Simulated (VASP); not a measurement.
**SiC: single point with PBE**

Crystal: SiC.

```
Si C
1.0
     3.09177    0.00000    0.00000
    -1.54588    2.67755    0.00000
     0.00000    0.00000    5.07402
Si C
2 2
Direct
  0.33333 0.66667 0.00456
  0.66667 0.33333 0.50456
  0.33333 0.66667 0.34102
  0.66667 0.33333 0.88044
```

This cell differs from its parent crystal: atom 3 (C) moved by (+0.000, -0.200) A along [1 1 0] and z.

```json
{"Program": "VASP 6.6.1", "Task": "single point", "Functional": "PBE", "Potentials or basis": "VASP PAW PBE potentials, release 64 (Si, C)", "Cutoff": "520 eV", "k mesh": "12 × 12 × 6", "Occupations": "gaussian, width 0.05 eV", "Spin": "no spin polarisation", "Dipole correction": "no", "Further INCAR settings": "ALGO = Normal; EDIFF = 1e-07; NBANDS = 16"}
```

```
Pressure               : 3.5 GPa
Largest force          : 6.458 eV/Å
Band gap on the k mesh : 1.48 eV, indirect (least direct gap 3.63 eV)
```

Forces in eV/Å, atoms in the order of the input:
```
Si   0.000  0.000 -3.362
Si   0.000  0.000 -1.909
C    0.000  0.000  6.458
C    0.000  0.000 -1.186
```

Stress tensor (GPa, compression positive):
```
-2.37  0.00  0.00
 0.00 -2.37  0.00
 0.00  0.00 15.27
```

Levels at points of the mesh, in eV from the valence-band top:
```csv
k point,band 5,band 6,band 7,band 8,band 9,band 10,band 11,band 12
"(0.00, 0.00, 0.00)",-1.51,-1.01,0.00,0.00,4.50,5.43,6.29,6.29
"(0.50, 0.00, 0.00)",-6.00,-3.93,-3.50,-1.13,2.50,3.52,6.18,6.31
"(0.00, 0.00, 0.50)",-1.13,-1.13,-0.51,-0.51,5.33,5.70,6.85,6.85
"(0.50, 0.00, 0.50)",-3.15,-2.88,-2.59,-2.19,2.70,2.89,4.71,5.32
```

It took 40 s on 1 thread of Intel(R) Xeon(R) Platinum 8488C (Sapphire Rapids) (shared host), peak memory 0.19 GiB.

Caveat: the cell differs from its parent crystal (atom 3 (C) moved by (+0.000, -0.200) A along [1 1 0] and z); forces of over 1 eV/Å act on the atoms, so gaps and moduli don't describe the material at rest. A k mesh can miss the band edges.
